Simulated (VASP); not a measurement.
Set up this calculation in VASP 6.6.1, as the native input.

```yaml
Task: single point
Functional: PBE
Dispersion: D3(BJ)
Potentials_or_basis: VASP PAW PBE potentials, release 64 (H)
Cutoff: 520 eV
k_mesh: 3 × 3 × 1
Occupations: gaussian, width 0.1 eV
Spin: no spin polarisation
Dipole_correction: yes
Further_INCAR_settings: ALGO = Normal; EDIFF = 1e-07; NBANDS = 8
```

The structure of H2 lies in POSCAR:

```
H
1.0
    5.7615861975      0.0000000000      0.0000000000
    0.0000000000      5.8570264689      0.0000000000
    0.0000000000      0.0000000000     24.0217226648
H
2
Direct
   -0.2636269326      0.2537265294      0.6353298710
    0.0094461959     -0.0217915801      0.6353024970
```

One way to write it, as run:

INCAR

```
SYSTEM = H
  ALGO = Normal
  DIPOL = 0.5 0.5 0.635
  EDIFF = 1E-7
  ENCUT = 520
  GGA = PE
  IDIPOL = 3
  ISIF = 2
  ISMEAR = 0
  IVDW = 12
  LASPH = .True.
  LCHARG = .True.
  LDIPOL = .True.
  LELF = .True.
  LREAL = .False.
  LVACPOTAV = .True.
  LVHAR = .True.
  LWAVE = .False.
  NBANDS = 8
  NELM = 80
  PREC = Accurate
  SIGMA = 0.1
```

KPOINTS

```
k-points
0
Gamma
  3 3 1
  0 0 0
```

Potentials or basis: VASP PAW PBE potentials, release 64 (H).

The run is started by

```sh
$ cat potpaw_PBE.64/H/POTCAR > POTCAR
$ mpirun -np 1 vasp_std > vasp.out
```

Results of the run:

* Largest force: 1.975 eV/Å
* Gap between the frontier levels: 1.68 eV
* Dispersion energy per atom: -0.004 eV
* Ionisation potential of the upper face: 7.31 eV

Run time: 60 s on 1 thread of Intel(R) Xeon(R) 6975P-C (Granite Rapids) (shared host), peak memory 0.7 GiB.
